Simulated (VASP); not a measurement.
# Mo in VASP: single point with PBE

Aim: the single point of Mo with PBE.

Everything below comes from runs of VASP 6.6.1. Logs are shortened: lines on timing, memory, paths and dates and some standing lists are left out, and cuts for length are marked.

### Step 1. The cell of the first run

The cell holds a slab with vacuum, 4 atoms: a = 3.216 Å, b = 3.216 Å, c = 25.220 Å, α = 90.00°, β = 90.00°, γ = 90.00°.

### Step 2. Single point, PBE

INCAR

```
  ALGO = Normal
  DIPOL = 0.5 0.5 0.652
  EDIFF = 1E-6
  ENCUT = 400
  GGA = PE
  GGA_COMPAT = F
  IDIPOL = 3
  ISIF = 2
  ISMEAR = 1
  LASPH = T
  LCHARG = F
  LDIPOL = T
  LREAL = F
  LWAVE = F
  NBANDS = 36
  NELM = 120
  NELMDL = -8
  PREC = Accurate
  SIGMA = 0.1
```

KPOINTS

```
k-points
0
Gamma
  10 10 1
```

POSCAR

```
Mo
1.0
    3.2164573902      0.0000000000      0.0000000000
    0.0000000000      3.2164573902      0.0000000000
    0.0000000000      0.0000000000     25.2199260982
Mo
4
Direct
    0.0000000000      0.5000000000      0.5634348840
    0.5000000000      0.0000000000      0.6205165260
    0.0000000000      0.5000000000      0.6862329443
    0.5000000000      0.0000000000      0.7390207500
```

Potentials or basis: VASP PAW PBE potentials, release 64 (Mo_sv).

Command:

```sh
cat potpaw_PBE.64/Mo_sv/POTCAR > POTCAR
mpirun -np 1 vasp_std > vasp.out
```

OUTCAR:

```text
EDIFF = 1E-6
   ENCUT = 400
   GGA = PE
   ISIF = 2
   ISMEAR = 1
   LASPH = T
   LREAL = F
   NELM = 120
   NELMDL = -8
   PREC = Accurate

 ion  position               nearest neighbor table
   1  0.000  0.500  0.563-   2 2.69   2 2.69   2 2.69   2 2.69   3 3.10
   2  0.500  0.000  0.621-   1 2.69   1 2.69   1 2.69   1 2.69   3 2.81   3 2.81   3 2.81   3 2.81
                             4 2.99
   3  0.000  0.500  0.686-   4 2.64   4 2.64   4 2.64   4 2.64   2 2.81   2 2.81   2 2.81   2 2.81
                             1 3.10
   4  0.500  0.000  0.739-   3 2.64   3 2.64   3 2.64   3 2.64   2 2.99

  LATTYP: Found a simple tetragonal cell.
 ALAT       =     3.2164573902
 C/A-ratio  =     7.8409016625

  Lattice vectors:

 A1 = (   3.2164573902,   0.0000000000,   0.0000000000)
 A2 = (   0.0000000000,   3.2164573902,   0.0000000000)
 A3 = (   0.0000000000,   0.0000000000,  25.2199260982)

Analysis of symmetry for initial positions (statically):
=====================================================================
 Subroutine PRICEL returns:
 Original cell was already a primitive cell.

 Routine SETGRP: Setting up the symmetry group for a
 simple tetragonal supercell.

 Subroutine GETGRP returns: Found  8 space group operations
 (whereof  4 operations were pure point group operations)
 out of a pool of 16 trial point group operations.

The static configuration has the point symmetry C_2v.
 The point group associated with its full space group is C_4v.

Analysis of symmetry for dynamics (positions and initial velocities):
=====================================================================
 Subroutine PRICEL returns:
 Original cell was already a primitive cell.

 Routine SETGRP: Setting up the symmetry group for a
 simple tetragonal supercell.

 Subroutine GETGRP returns: Found  8 space group operations
 (whereof  4 operations were pure point group operations)
 out of a pool of 16 trial point group operations.

The dynamic configuration has the point symmetry C_2v.
 The point group associated with its full space group is C_4v.

 Subroutine INISYM returns: Found  8 space group operations
 (whereof  4 operations are pure point group operations),
 and found     1 'primitive' translations

----------------------------------------------------------------------------------------

                                     Primitive cell

  volume of cell :     260.9152

  direct lattice vectors                    reciprocal lattice vectors
     3.216457390  0.000000000  0.000000000     0.310901056  0.000000000  0.000000000
     0.000000000  3.216457390  0.000000000     0.000000000  0.310901056  0.000000000
     0.000000000  0.000000000 25.219926098     0.000000000  0.000000000  0.039651187

  length of vectors
     3.216457390  3.216457390 25.219926098     0.310901056  0.310901056  0.039651187

  position of ions in fractional coordinates (direct lattice)
     0.000000000  0.500000000  0.563434884
     0.500000000  0.000000000  0.620516526
     0.000000000  0.500000000  0.686232944
     0.500000000  0.000000000  0.739020750

  ion indices of the primitive-cell ions
   primitive index   ion index
                 1           1
                 2           2
                 3           3
                 4           4

----------------------------------------------------------------------------------------

 KPOINTS: k-points

Automatic generation of k-mesh.
 Grid dimensions read from file:
 generate k-points for:   10   10    1

 Generating k-lattice:

  Cartesian coordinates                     Fractional coordinates (reciprocal lattice)
     0.031090106  0.000000000  0.000000000     0.100000000  0.000000000  0.000000000
     0.000000000  0.031090106  0.000000000     0.000000000  0.100000000  0.000000000
     0.000000000  0.000000000  0.039651187     0.000000000  0.000000000  1.000000000

  Length of vectors
     0.031090106  0.031090106  0.039651187

  Shift w.r.t. Gamma in fractional coordinates (k-lattice)
     0.000000000  0.000000000  0.000000000

 Subroutine IBZKPT returns following result:
 ===========================================

 Found     21 irreducible k-points:

 Following reciprocal coordinates:
            Coordinates               Weight
  0.000000  0.000000  0.000000      1.000000
  0.100000  0.000000  0.000000      4.000000
  0.200000  0.000000  0.000000      4.000000
  0.300000  0.000000  0.000000      4.000000
  0.400000  0.000000  0.000000      4.000000
  0.500000  0.000000  0.000000      2.000000
[... 13 lines left out ...]
  0.500000  0.400000  0.000000      4.000000
  0.500000  0.500000  0.000000      1.000000
   k-points           NKPTS =     21   k-points in BZ     NKDIM =     21   number of bands    NBANDS=     36
   number of dos      NEDOS =    301   number of ions     NIONS =      4
   total plane-waves  NPLWV =  96768
   dimension x,y,z NGX =    24 NGY =   24 NGZ =  168
   dimension x,y,z NGXF=    48 NGYF=   48 NGZF=  336
   ions per type =               4
   NGX,Y,Z   is equivalent  to a cutoff of  12.40, 12.40, 11.07 a.u.
   NGXF,Y,Z  is equivalent  to a cutoff of  24.81, 24.81, 22.15 a.u.
 SYSTEM =  unknown system
   PREC   = accura    normal or accurate (medium, high low for compatibility)
   ISTART =      0    job   : 0-new  1-cont  2-samecut
   ICHARG =      2    charge: 1-file 2-atom 10-const
   ISPIN  =      1    spin polarized calculation?
   LNONCOLLINEAR =      F non collinear calculations
   LSORBIT =      F    spin-orbit coupling
   LASPH  =      T    aspherical Exc in radial PAW
   ENCUT  =  400.0 eV  29.40 Ry    5.42 a.u.   5.25  5.25 41.13*2*pi/ulx,y,z
   NELM   =    120;   NELMIN=  2; NELMDL= -8     # of ELM steps
   EDIFF  = 0.1E-05   stopping-criterion for ELM
   LREAL  =      F    real-space projection
   EDIFFG = 0.1E-04   stopping-criterion for IOM
   NSW    =      0    number of steps for IOM
   IBRION =     -1    ionic relax: 0-MD 1-quasi-New 2-CG
   NFREE  =      0    steps in history (QN), initial steepest desc. (CG)
   ISIF   =      2    stress and relaxation
   ISYM   =      2    0-nonsym 1-usesym 2-fastsym
   POTIM  = 0.5000    time-step for ionic-motion
   TEBEG  =    0.0;   TEEND  =   0.0 temperature during run
   PSTRESS=    0.0 pullay stress
   NELECT =      56.0000    total number of electrons
   NUPDOWN=      -1.0000    fix difference up-down
   EMIN   =  10.00;   EMAX   =-10.00  energy-range for DOS
   EFERMI =   0.00;   METHOD = LEGACY
   ISMEAR =     1;   SIGMA  =   0.10  broadening in eV -4-tet -1-fermi 0-gaus
   EFERMI_NEDOS =   21; number of points for ismear=-14 and -15
   IALGO  =     38    algorithm
   IMIX   =      4    mixing-type and parameters
     AMIX     =   0.40;   BMIX     =  1.00
     AMIX_MAG =   1.60;   BMIX_MAG =  1.00
  volume/ion in A,a.u.               =      65.23       440.19
  Fermi-wavevector in a.u.,A,eV,Ry     =   0.980177  1.852265 13.071747  0.960746
  Thomas-Fermi vector in A             =   2.111087
   LORBIT       =      0    0 simple, 1 ext, 2 COOP (PROOUT), +10 PAW based schemes
   GGA     = PE    functional components
   LHFCALC =     F    Hartree Fock is set to
   AEXX    =    0.0000 exact exchange contribution
   IVDW    =     0    specifies the selected vdW correction
   LEPSILON=     F    determine dielectric tensor
   LRPA    =     F    only Hartree local field effects (RPA)
 non-spin polarized calculation
 Methfessel and Paxton  Order N= 1 SIGMA  =   0.10
  energy-cutoff  :      400.00
  volume of cell :      260.92
 maximum number of plane-waves:      4779
 NGX is ok and might be reduce to    24
   NGX = 11   NGY = 11   NGZ = 83

 dipolmoment           0.000000      0.000000     -0.000766 electrons x Angstroem

 number of electron      56.0000007 magnetization

 dipolmoment           0.000000      0.000000      0.004024 electrons x Angstroem

 Free energy of the ion-electron system (eV)
  ---------------------------------------------------
  ext. energy  EPLUGINS =         0.00000000
  ---------------------------------------------------
  free energy    TOTEN  =       -39.54410809 eV

  energy without entropy =      -39.53878675  energy(sigma->0) =      -39.54233431

 E-fermi :   0.1292     XC(G=0):  -4.1478

 val. band max:        0.1204839519   @ k =   0.1000   0.0000   0.0000
 cond. band min:       0.1390942969   @ k =   0.5000   0.1000   0.0000
 fundamental gap:      0.0186103449
 Fermi energy:         0.1291826982

 k-point     1 :       0.0000    0.0000    0.0000
  band No.  band energies     occupation
      1     -60.7995      2.00000
      2     -60.6544      2.00000
      3     -60.3794      2.00000
      4     -60.2688      2.00000
      5     -35.0222      2.00000
      6     -35.0222      2.00000
[... 28 lines left out ...]
     35       2.2982      0.00000
     36       2.8562      0.00000

 k-point     2 :       0.1000    0.0000    0.0000
  band No.  band energies     occupation
      1     -60.7903      2.00000
      2     -60.6501      2.00000
      3     -60.3826      2.00000
      4     -60.2736      2.00000
      5     -35.0772      2.00000
      6     -35.0160      2.00000
[... 28 lines left out ...]
     35       2.1581      0.00000
     36       2.3595      0.00000

 k-point     3 :       0.2000    0.0000    0.0000
  band No.  band energies     occupation
      1     -60.7644      2.00000
      2     -60.6390      2.00000
      3     -60.3918      2.00000
      4     -60.2870      2.00000
      5     -35.1681      2.00000
      6     -35.1140      2.00000
[... 28 lines left out ...]
     35       2.2936      0.00000
     36       2.3275      0.00000
[... 625 lines left out ...]
 k-point    20 :       0.5000    0.4000    0.0000
  band No.  band energies     occupation
      1     -60.6520      2.00000
      2     -60.6123      2.00000
      3     -60.4075      2.00000
      4     -60.3139      2.00000
      5     -35.3535      2.00000
      6     -35.3473      2.00000
[... 28 lines left out ...]
     35       2.7506      0.00000
     36       2.7747      0.00000

 k-point    21 :       0.5000    0.5000    0.0000
  band No.  band energies     occupation
      1     -60.6505      2.00000
      2     -60.6107      2.00000
      3     -60.4060      2.00000
      4     -60.3124      2.00000
      5     -35.3782      2.00000
      6     -35.3782      2.00000
[... 28 lines left out ...]
     35       2.8251      0.00000
     36       2.8546      0.00000

------------------------ aborting loop because EDIFF is reached ----------------------------------------

 vacuum level on the upper side and lower side of the slab       (xc-potential included)         0.027        -0.042

  FORCE on cell =-STRESS in cart. coord.  units (eV):
  Direction    XX          YY          ZZ          XY          YZ          ZX
  --------------------------------------------------------------------------------------
  -------------------------------------------------------------------------------------
  Total       -6.9533145     -6.9533145     -1.9771805      0.0000000      0.0000000      0.0000000
  in kB      -42.6975581    -42.6975581    -12.1410844      0.0000000      0.0000000      0.0000000
  external PRESSURE =     -32.5120669 kB  Pullay stress =       0.0000000 kB

 VOLUME and BASIS-vectors are now :
 -----------------------------------------------------------------------------
  energy-cutoff  :      400.00
  volume of cell :      260.92
      direct lattice vectors                 reciprocal lattice vectors
     3.216457390  0.000000000  0.000000000     0.310901056  0.000000000  0.000000000
     0.000000000  3.216457390  0.000000000     0.000000000  0.310901056  0.000000000
     0.000000000  0.000000000 25.219926098     0.000000000  0.000000000  0.039651187

 POSITION                                       TOTAL-FORCE (eV/Angst)
 -----------------------------------------------------------------------------------
      0.00000      1.60823     14.20979         0.000000      0.000000      1.135764
      1.60823      0.00000     15.64938         0.000000      0.000000     -1.249729
      0.00000      1.60823     17.30674         0.000000      0.000000      0.204410
      1.60823      0.00000     18.63805         0.000000      0.000000     -0.090445
 -----------------------------------------------------------------------------------
    total drift:                                0.000000      0.000000     -0.000058

  FREE ENERGIE OF THE ION-ELECTRON SYSTEM (eV)
  ---------------------------------------------------
  free  energy   TOTEN  =       -39.5441080914 eV

  energy  without entropy=      -39.5387867528  energy(sigma->0) =      -39.54233431

 vacuum level on the upper side and lower side of the slab         3.947         3.885
```

Wall time 8.9 min (1 thread of Intel Xeon 8259CL, shared host); peak memory 0.31 GiB.

Results:

| Item | Value |
| --- | --- |
| Free energy | -39.5441 eV |
| Largest force | 1.250 eV/Å |
| Band gap on the k mesh | zero (bands 28 and 29 overlap by 1.63 eV) |

Forces in eV/Å, atoms in the order of the input:
```
Mo   0.000  0.000  1.136
Mo   0.000  0.000 -1.250
Mo   0.000  0.000  0.204
Mo   0.000  0.000 -0.090
```
